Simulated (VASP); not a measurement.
Wanted: the native input for a VASP 6.6.1 run.

```yaml
Task: single point
Functional: PBEsol
Potentials_or_basis: VASP PAW PBE potentials, release 64 (Y_sv, Cu, S)
Cutoff: 600 eV
k_mesh: 8 × 8 × 4
Occupations: gaussian, width 0.1 eV
Spin: no spin polarisation
Dipole_correction: no
Further_INCAR_settings: ALGO = Normal; EDIFF = 1e-06; NBANDS = 30
```

The structure of YCu2S2 lies in POSCAR:

```
YCu2S2
1.0
    3.9274040000      0.0000000000      0.0000000000
   -1.9637020000      3.4012316349      0.0000000000
    0.0000000000      0.0000000000      6.4141120000
Y Cu S
1 2 2
Direct
    0.0000000000      0.0000000000      0.0000000000
    0.6666666667      0.3333333333      0.6583610000
    0.3333333333      0.6666666667      0.3416390000
    0.6666666667      0.3333333333      0.2673940000
    0.3333333333      0.6666666667      0.7326060000
```

One way to write it, as run:

INCAR

```
SYSTEM = YCu2S2
ALGO     = Normal         ! electronic algorithm
EDIFF    = 1E-6           ! SCF threshold, eV
ENCUT    = 600            ! plane-wave cutoff, eV
GGA      = PS             ! functional
GGA_COMPAT= .False.      
ISIF     = 2              ! what is computed and relaxed
ISMEAR   = 0              ! smearing method
LASPH    = .True.         ! aspherical terms in the spheres
LCHARG   = .False.        ! write CHGCAR
LREAL    = .False.        ! projectors in reciprocal space
LWAVE    = .False.        ! write WAVECAR
NBANDS   = 30             ! bands
NELM     = 120            ! most SCF steps
PREC     = Accurate       ! precision mode
SIGMA    = 0.1            ! smearing width, eV
```

KPOINTS

```
k-points
0
Gamma
  8 8 4
  0 0 0
```

Potentials or basis: VASP PAW PBE potentials, release 64 (Y_sv, Cu, S).

The run is started by

```console
$ cat potpaw_PBE.64/Y_sv/POTCAR potpaw_PBE.64/Cu/POTCAR potpaw_PBE.64/S/POTCAR > POTCAR
$ mpirun -np 1 vasp_std > vasp.out
```

It gave:

```yaml
Pressure: -3.6 GPa
Largest_force: 0.074 eV/Å
Band_gap_on_the_k_mesh: zero (an odd number of electrons rules out a gap without spin polarisation)
```

Caveat: the cell stands under tension; the PAW data sets were made with another functional, which shifts forces and pressure a little.

Run time: 86 s on 1 thread of AMD EPYC 9R45 (Zen 5), with other jobs on the host, peak memory 0.27 GiB.
